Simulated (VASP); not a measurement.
# Ge (I4_1/amd) in VASP: notebook

Runs on Ge. Level: PBEsol. Tasks: single point.

Everything below comes from runs of VASP 6.6.1. Logs are shortened: lines on timing, memory, paths and dates and some standing lists are left out, and cuts for length are marked.

### 1 The cell of the first run

Symmetry: I4_1/amd, No. 141, tetragonal system. Conventional cell: a = 4.013 Å, b = 4.013 Å, c = 4.824 Å, α = 90.00°, β = 90.00°, γ = 90.00°. Ge (site symmetry -4m2) has 4 Ge at 2.34 Å within 3.1 Å.

### 2 Single point, PBEsol (strain -0.1500 x Voigt [0, 0, 1, 0, 0, 0])

Contents of INCAR:

```
  ALGO = Normal
  EDIFF = 1E-6
  ENCUT = 520
  GGA = PS
  ISIF = 2
  ISMEAR = 0
  LASPH = T
  LCHARG = F
  LREAL = F
  LWAVE = F
  NBANDS = 21
  NELM = 80
  PREC = Accurate
  SIGMA = 0.15
```

Contents of KPOINTS:

```
k-points
0
Gamma
  18 18 18
```

Contents of POSCAR:

```
Ge
1.0
    0.0000000000      2.8378807263      2.4121986174
    2.8378807263      0.0000000000      2.4121986174
    2.8378807263      2.8378807263      0.0000000000
Ge
2
Direct
    0.5000000000      0.5000000000      0.5000000000
    0.7500000000      0.7500000000      0.7500000000
```

Potentials or basis: VASP PAW PBE potentials, release 64 (Ge_d).

Started as:

```console
$ cat potpaw_PBE.64/Ge_d/POTCAR > POTCAR
$ mpirun -np 1 vasp_std > vasp.out
```

OUTCAR:

```text
EDIFF = 1E-6
   ENCUT = 520
   GGA = PS
   ISIF = 2
   ISMEAR = 0
   LASPH = T
   LREAL = F
   NELM = 80
   PREC = Accurate

 ion  position               nearest neighbor table
   1  0.500  0.500  0.500-   2 2.34   2 2.34   2 2.34   2 2.34
   2  0.750  0.750  0.750-   1 2.34   1 2.34   1 2.34   1 2.34

  LATTYP: Found a body centered tetragonal cell.
 ALAT       =     4.0133694115
 C/A-ratio  =     1.2020815280

  Lattice vectors:

 A1 = (   0.0000000000,  -2.8378807263,  -2.4121986174)
 A2 = (   0.0000000000,   2.8378807263,  -2.4121986174)
 A3 = (   2.8378807263,   0.0000000000,   2.4121986174)

Analysis of symmetry for initial positions (statically):
=====================================================================
 Subroutine PRICEL returns:
 Original cell was already a primitive cell.

 Routine SETGRP: Setting up the symmetry group for a
 body centered tetragonal supercell.

 Subroutine GETGRP returns: Found 16 space group operations
 (whereof  8 operations were pure point group operations)
 out of a pool of 16 trial point group operations.

The static configuration has the point symmetry D_2d.
 The point group associated with its full space group is D_4h.

Analysis of symmetry for dynamics (positions and initial velocities):
=====================================================================
 Subroutine PRICEL returns:
 Original cell was already a primitive cell.

 Routine SETGRP: Setting up the symmetry group for a
 body centered tetragonal supercell.

 Subroutine GETGRP returns: Found 16 space group operations
 (whereof  8 operations were pure point group operations)
 out of a pool of 16 trial point group operations.

The dynamic configuration has the point symmetry D_2d.
 The point group associated with its full space group is D_4h.

 Subroutine INISYM returns: Found 16 space group operations
 (whereof  8 operations are pure point group operations),
 and found     1 'primitive' translations

----------------------------------------------------------------------------------------

                                     Primitive cell

  volume of cell :      38.8536

  direct lattice vectors                    reciprocal lattice vectors
     0.000000000  2.837880726  2.412198617    -0.176187813  0.176187813  0.207279781
     2.837880726  0.000000000  2.412198617     0.176187813 -0.176187813  0.207279781
     2.837880726  2.837880726  0.000000000     0.176187813  0.176187813 -0.207279781

  length of vectors
     3.724549528  3.724549528  4.013369412     0.324112941  0.324112941  0.324112941

  position of ions in fractional coordinates (direct lattice)
     0.500000000  0.500000000  0.500000000
     0.750000000  0.750000000  0.750000000

  ion indices of the primitive-cell ions
   primitive index   ion index
                 1           1
                 2           2

----------------------------------------------------------------------------------------

 KPOINTS: k-points

Automatic generation of k-mesh.
 Grid dimensions read from file:
 generate k-points for:   18   18   18

 Generating k-lattice:

  Cartesian coordinates                     Fractional coordinates (reciprocal lattice)
    -0.009788212  0.009788212  0.011515543     0.055555556  0.000000000  0.000000000
     0.009788212 -0.009788212  0.011515543     0.000000000  0.055555556  0.000000000
     0.009788212  0.009788212 -0.011515543    -0.000000000 -0.000000000  0.055555556

  Length of vectors
     0.018006275  0.018006275  0.018006275

  Shift w.r.t. Gamma in fractional coordinates (k-lattice)
     0.000000000  0.000000000  0.000000000

 Subroutine IBZKPT returns following result:
 ===========================================

 Found    480 irreducible k-points:

 Following reciprocal coordinates:
            Coordinates               Weight
  0.000000  0.000000  0.000000      1.000000
  0.055556 -0.000000  0.000000      8.000000
  0.111111 -0.000000  0.000000      8.000000
  0.166667  0.000000  0.000000      8.000000
  0.222222  0.000000  0.000000      8.000000
  0.277778  0.000000  0.000000      8.000000
[... 16 lines left out ...]
 -0.277778  0.055556  0.000000      8.000000
 -0.222222  0.055556  0.000000      8.000000
 [... further k-points ...]
   k-points           NKPTS =    480   k-points in BZ     NKDIM =    480   number of bands    NBANDS=     21
   number of dos      NEDOS =    301   number of ions     NIONS =      2
   total plane-waves  NPLWV =  23520
   dimension x,y,z NGX =    28 NGY =   28 NGZ =   30
   dimension x,y,z NGXF=    56 NGYF=   56 NGZF=   60
   ions per type =               2
   NGX,Y,Z   is equivalent  to a cutoff of  12.50, 12.50, 12.43 a.u.
   NGXF,Y,Z  is equivalent  to a cutoff of  25.00, 25.00, 24.85 a.u.
 SYSTEM =  unknown system
   PREC   = accura    normal or accurate (medium, high low for compatibility)
   ISTART =      0    job   : 0-new  1-cont  2-samecut
   ICHARG =      2    charge: 1-file 2-atom 10-const
   ISPIN  =      1    spin polarized calculation?
   LNONCOLLINEAR =      F non collinear calculations
   LSORBIT =      F    spin-orbit coupling
   LASPH  =      T    aspherical Exc in radial PAW
   ENCUT  =  520.0 eV  38.22 Ry    6.18 a.u.   6.93  6.93  7.46*2*pi/ulx,y,z
   NELM   =     80;   NELMIN=  2; NELMDL= -5     # of ELM steps
   EDIFF  = 0.1E-05   stopping-criterion for ELM
   LREAL  =      F    real-space projection
   EDIFFG = 0.1E-04   stopping-criterion for IOM
   NSW    =      0    number of steps for IOM
   IBRION =     -1    ionic relax: 0-MD 1-quasi-New 2-CG
   NFREE  =      0    steps in history (QN), initial steepest desc. (CG)
   ISIF   =      2    stress and relaxation
   ISYM   =      2    0-nonsym 1-usesym 2-fastsym
   POTIM  = 0.5000    time-step for ionic-motion
   TEBEG  =    0.0;   TEEND  =   0.0 temperature during run
   PSTRESS=    0.0 pullay stress
   NELECT =      28.0000    total number of electrons
   NUPDOWN=      -1.0000    fix difference up-down
   EMIN   =  10.00;   EMAX   =-10.00  energy-range for DOS
   EFERMI =   0.00;   METHOD = LEGACY
   ISMEAR =     0;   SIGMA  =   0.15  broadening in eV -4-tet -1-fermi 0-gaus
   EFERMI_NEDOS =   21; number of points for ismear=-14 and -15
   IALGO  =     38    algorithm
   IMIX   =      4    mixing-type and parameters
     AMIX     =   0.40;   BMIX     =  1.00
     AMIX_MAG =   1.60;   BMIX_MAG =  1.00
  volume/ion in A,a.u.               =      19.43       131.10
  Fermi-wavevector in a.u.,A,eV,Ry     =   1.467744  2.773635 29.310667  2.154273
  Thomas-Fermi vector in A             =   2.583325
   LORBIT       =      0    0 simple, 1 ext, 2 COOP (PROOUT), +10 PAW based schemes
   GGA     = PS    functional components
   LHFCALC =     F    Hartree Fock is set to
   AEXX    =    0.0000 exact exchange contribution
   IVDW    =     0    specifies the selected vdW correction
   LEPSILON=     F    determine dielectric tensor
   LRPA    =     F    only Hartree local field effects (RPA)
 non-spin polarized calculation
 Gauss-broadening in eV      SIGMA  =   0.15
  energy-cutoff  :      520.00
  volume of cell :       38.85
 maximum number of plane-waves:      1073
   NGX = 13   NGY = 13   NGZ = 15

 number of electron      28.0000020 magnetization

 Free energy of the ion-electron system (eV)
  ---------------------------------------------------
  ext. energy  EPLUGINS =         0.00000000
  ---------------------------------------------------
  free energy    TOTEN  =        -9.48104014 eV

  energy without entropy =       -9.47851622  energy(sigma->0) =       -9.47977818

 E-fermi :   6.2537     XC(G=0): -10.9125

 val. band max:        6.2402780075   @ k =   0.1111   0.0000   0.1111
 cond. band min:       6.2558078917   @ k =  -0.4444   0.3889   0.0000
 fundamental gap:      0.0155298842
 Fermi energy:         6.2537395822

 k-point     1 :       0.0000    0.0000    0.0000
  band No.  band energies     occupation
      1     -18.6318      2.00000
      2     -18.5594      2.00000
      3     -18.5594      2.00000
      4     -18.5568      2.00000
      5     -18.5120      2.00000
      6     -18.2734      2.00000
[... 13 lines left out ...]
     20      14.6648      0.00000
     21      16.1882      0.00000

 k-point     2 :       0.0556   -0.0000    0.0000
  band No.  band energies     occupation
      1     -18.6321      2.00000
      2     -18.5681      2.00000
      3     -18.5629      2.00000
      4     -18.5463      2.00000
      5     -18.5072      2.00000
      6     -18.2793      2.00000
[... 13 lines left out ...]
     20      14.4622      0.00000
     21      15.6619      0.00000

 k-point     3 :       0.1111   -0.0000    0.0000
  band No.  band energies     occupation
      1     -18.6331      2.00000
      2     -18.5757      2.00000
      3     -18.5697      2.00000
      4     -18.5334      2.00000
      5     -18.4964      2.00000
      6     -18.2907      2.00000
[... 13 lines left out ...]
     20      14.2087      0.00000
     21      15.2374      0.00000

 k-point     4 :       0.1667    0.0000    0.0000
  band No.  band energies     occupation
      1     -18.6353      2.00000
      2     -18.5807      2.00000
      3     -18.5756      2.00000
      4     -18.5205      2.00000
      5     -18.4842      2.00000
      6     -18.3028      2.00000
[... 13 lines left out ...]
     20      14.2225      0.00000
     21      15.5979      0.00000

 k-point     5 :       0.2222    0.0000    0.0000
  band No.  band energies     occupation
      1     -18.6385      2.00000
      2     -18.5834      2.00000
      3     -18.5789      2.00000
      4     -18.5087      2.00000
      5     -18.4729      2.00000
      6     -18.3138      2.00000
[... 13 lines left out ...]
     20      14.6048      0.00000
     21      16.3887      0.00000
[... 382 lines left out ...]
     20      17.0821      0.00000
     21      17.6662      0.00000

 k-point    22 :      -0.3333    0.0556    0.0000
  band No.  band energies     occupation
      1     -18.6525      2.00000
      2     -18.5881      2.00000
      3     -18.5792      2.00000
      4     -18.4806      2.00000
      5     -18.4538      2.00000
      6     -18.3367      2.00000
[... 13 lines left out ...]
     20      15.9079      0.00000
     21      17.3779      0.00000

 k-point    23 :      -0.2778    0.0556    0.0000
  band No.  band energies     occupation
      1     -18.6499      2.00000
      2     -18.5901      2.00000
      3     -18.5817      2.00000
      4     -18.4862      2.00000
      5     -18.4584      2.00000
      6     -18.3317      2.00000
[... 13 lines left out ...]
     20      14.9107      0.00000
     21      17.2714      0.00000

 k-point    24 :      -0.2222    0.0556    0.0000
  band No.  band energies     occupation
      1     -18.6462      2.00000
      2     -18.5904      2.00000
      3     -18.5827      2.00000
      4     -18.4955      2.00000
      5     -18.4655      2.00000
      6     -18.3244      2.00000
[... 13 lines left out ...]
     20      14.1661      0.00000
     21      16.7343      0.00000

 [... further k-points ...]

------------------------ aborting loop because EDIFF is reached ----------------------------------------

  FORCE on cell =-STRESS in cart. coord.  units (eV):
  Direction    XX          YY          ZZ          XY          YZ          ZX
  --------------------------------------------------------------------------------------
  -------------------------------------------------------------------------------------
  Total        3.0918094      3.0918094      4.4824513      0.0000000      0.0000000      0.0000000
  in kB      127.4946481    127.4946481    184.8395166      0.0000000      0.0000000      0.0000000
  external PRESSURE =     146.6096043 kB  Pullay stress =       0.0000000 kB

 VOLUME and BASIS-vectors are now :
 -----------------------------------------------------------------------------
  energy-cutoff  :      520.00
  volume of cell :       38.85
      direct lattice vectors                 reciprocal lattice vectors
     0.000000000  2.837880726  2.412198617    -0.176187813  0.176187813  0.207279781
     2.837880726  0.000000000  2.412198617     0.176187813 -0.176187813  0.207279781
     2.837880726  2.837880726  0.000000000     0.176187813  0.176187813 -0.207279781

 POSITION                                       TOTAL-FORCE (eV/Angst)
 -----------------------------------------------------------------------------------
      2.83788      2.83788      2.41220        -0.000000     -0.000000      0.000000
      4.25682      4.25682      3.61830         0.000000      0.000000      0.000000
 -----------------------------------------------------------------------------------
    total drift:                                0.000000      0.000000      0.000000

  FREE ENERGIE OF THE ION-ELECTRON SYSTEM (eV)
  ---------------------------------------------------
  free  energy   TOTEN  =        -9.4810401402 eV

  energy  without entropy=       -9.4785162231  energy(sigma->0) =       -9.47977818
```

It took 7 min on 1 thread of Intel Xeon 8259CL, shared host; peak memory 0.41 GiB.

Results:

```yaml
Free_energy: -9.4810 eV
Pressure: 14.7 GPa
Band_gap_on_the_k_mesh: zero (bands 14 and 15 overlap by 1.63 eV)
```

Levels at points of the mesh, in eV from the Fermi level:
| k point | band 12 | band 13 | band 14 | band 15 | band 16 | band 17 |
| --- | --- | --- | --- | --- | --- | --- |
| (0.00, 0.00, 0.00) | -0.17 | -0.17 | 1.00 | 1.48 | 2.43 | 3.23 |
| (0.50, 0.00, 0.00) | -8.20 | -2.16 | -0.74 | 0.33 | 3.36 | 5.23 |
| (0.50, 0.50, 0.00) | -8.64 | -4.23 | -4.23 | -0.22 | -0.22 | 10.94 |
| (0.50, 0.00, 0.50) | -9.62 | -2.88 | -2.88 | 1.24 | 1.24 | 9.61 |

Caveat: the cell differs from its parent crystal (strain -0.1500 x Voigt [0, 0, 1, 0, 0, 0]); the stress differs along the axes, from 13 to 18 GPa; the PAW data sets were made with another functional, which shifts forces and pressure a little.

### 3 Single point, PBEsol (strain -0.1125 x Voigt [0, 0, 1, 0, 0, 0])

Contents of INCAR:

```
ALGO = Normal
EDIFF = 1E-7
ENCUT = 520
GGA = PS
ISIF = 2
ISMEAR = 0
LASPH = True
LCHARG = False
LREAL = False
LWAVE = False
NBANDS = 21
NELM = 80
PREC = Accurate
SIGMA = 0.15
```

KPOINTS is that of step 2.

Contents of POSCAR:

```
Ge
1.0
    0.0000000000      2.8378807263      2.5186191446
    2.8378807263      0.0000000000      2.5186191446
    2.8378807263      2.8378807263      0.0000000000
Ge
2
Direct
    0.5000000000      0.5000000000      0.5000000000
    0.7500000000      0.7500000000      0.7500000000
```

Potentials or basis: VASP PAW PBE potentials, release 64 (Ge_d).

Started as:

```console
$ cat potpaw_PBE.64/Ge_d/POTCAR > POTCAR
$ mpirun -np 1 vasp_std > vasp.out
```

Wall time 8.7 min (1 thread of Intel Xeon 8259CL, shared host); peak memory 0.42 GiB.

It converged, with:

| Quantity | Value |
| --- | --- |
| Free energy | -9.6546 eV |
| Pressure | 10.1 GPa |
| Band gap on the k mesh | zero (bands 14 and 15 overlap by 1.05 eV) |

Stress tensor (GPa, compression positive):
```
 8.16  0.00  0.00
 0.00  8.16  0.00
 0.00  0.00 13.84
```

Levels at points of the mesh, in eV from the Fermi level:
```csv
k point,band 10,band 11,band 12,band 13,band 14,band 15,band 16,band 17,band 18,band 19
"(0.00, 0.00, 0.00)",-24.52,-13.59,-0.21,-0.21,0.66,1.00,2.35,2.93,2.93,6.62
"(0.50, 0.00, 0.00)",-24.48,-11.18,-8.10,-2.03,-0.97,0.28,3.40,4.62,7.29,10.37
"(0.50, 0.50, 0.00)",-24.52,-8.80,-8.80,-3.98,-3.98,-0.05,-0.05,10.48,10.48,12.83
"(0.50, 0.00, 0.50)",-24.47,-9.47,-9.47,-3.04,-3.04,0.98,0.98,9.67,9.67,11.61
```

Caveat: the cell differs from its parent crystal (strain -0.1125 x Voigt [0, 0, 1, 0, 0, 0]); the stress differs along the axes, from 8 to 14 GPa; the PAW data sets were made with another functional, which shifts forces and pressure a little.

(Continued in part 2 of 2.)

The gap in the log of VASP goes by the Fermi energy; the results here count the filled bands.